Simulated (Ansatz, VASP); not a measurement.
**Mg2C in VASP and in Ansatz**

Contents of INCAR:

```
PREC = Accurate ; ENCUT = 520
EDIFF = 1E-7 ; ISMEAR = -1
SIGMA = 0.02 ; LREAL = F
LASPH = T ; NELM = 80
ALGO = Normal ; ISIF = 2
LWAVE = F ; LCHARG = T
GGA = PE ; LELF = T
LVHAR = T ; NBANDS = 11
```

Contents of KPOINTS:

```
regular mesh
0
Gamma
  8 8 8
```

POSCAR

```
Mg2C
1.0
    0.0479836843      2.7109426181      2.7109426181
    2.7109426181      0.0479836843      2.7109426181
    2.7589263025      2.7589263025      0.0000000001
C Mg
1 2
Direct
    0.0000000000      0.0000000000      0.0000000000
    0.2505906167      0.2505906167      0.2494093833
    0.7494093833      0.7494093833      0.7505906167
```

Input for Ansatz:

```yaml
crystal:
  lattice:
    - [0.0479836843, 2.7109426181, 2.7109426181]
    - [2.7109426181, 0.0479836843, 2.7109426181]
    - [2.7589263025, 2.7589263025, 1.0e-10]
  atoms:
    - { symbol: C, position: [0.0, 0.0, 0.0] }
    - { symbol: Mg, position: [0.2505906167, 0.2505906167, 0.2494093833] }
    - { symbol: Mg, position: [0.7494093833, 0.7494093833, 0.7505906167] }
kpoints:
  mp_grid: { grid: [8, 8, 8] }
  band_path:
    path:
      - [0.0, 0.0, 0.0]
      - [0.5, 0.0, 0.5]
      - [0.625, 0.25, 0.625]
      - [0.375, 0.375, 0.75]
      - [0.5, 0.5, 0.5]
      - [0.5, 0.25, 0.75]
      - [0.5, 0.5, 0.0]
    npoints: 1
hamiltonian:
  xc: pbe
scf:
  occupations: { method: fermi_dirac, width: 0.02 }
  n_extra_bands: 4
output:
  forces: true
  stress: true
  eigenvalues: true
```

Change from the starting cell: shear_xy strain +3.5%.

Alike in both runs: task single point; functional PBE; k mesh 8 × 8 × 8; occupations fermi-dirac, width 0.02 eV; no spin polarisation.

|  | VASP | Ansatz |
| --- | --- | --- |
| version | VASP 6.6.1 | Ansatz 0.2.0 |
| potentials or method | VASP PAW PBE potentials, release 64 (C, Mg) | plane waves, PAW |
| plane-wave cutoff (eV) | 520 | 420 |
| valence electrons in the cell | 8 | 24 |

```tsv
	VASP	Ansatz	Ansatz less VASP
pressure (GPa)	2.0	2.1	+0.16
traceless stress, the component that is largest in VASP (GPa)	-2.07	-2.03	+0.041
rms of the force components (eV/Å)	0.005	0.006	+0.0006
```

Atom by atom the forces differ by 0.001 eV/Å (rms over components). With one functional, cell and mesh, what is left measures potentials, basis and numerics. VASP's potentials hold 8 valence electrons a cell and Ansatz's 24, so a difference there can come from the potentials and not from the codes.
